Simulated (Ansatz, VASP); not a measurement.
**Hg in VASP and in Ansatz**

```
CELL_PARAMETERS angstrom
3.10061 0.00000 0.00000
0.00000 3.10061 0.00000
0.00000 0.00000 3.10061
ATOMIC_POSITIONS crystal
Hg 0.00000 0.00000 0.00000
```

Alike in both runs: functional PBE; k mesh 12 × 12 × 12; occupations fermi-dirac, width 0.08 eV; no spin polarisation.

Ansatz relaxed the structure, and its values are those at the end. VASP's run is a single point on that final structure, the one shown.

|  | VASP | Ansatz |
| --- | --- | --- |
| version | VASP 6.6.1 | Ansatz 0.2.0 |
| potentials or method | VASP PAW PBE potentials, release 64 (Hg) | PAW with Ansatz's default frozen-core files, scalar-relativistic |
| plane-wave cutoff (eV) | 520 | 420 |
| valence electrons in the cell | 12 | 20 |

```tsv
	VASP	Ansatz	Ansatz less VASP
pressure (GPa)	0.1	0.0	-0.17
```

VASP's potentials hold 12 valence electrons a cell and Ansatz's 20, so a difference there can come from the potentials and not from the codes.

Spin-orbit coupling is off throughout.
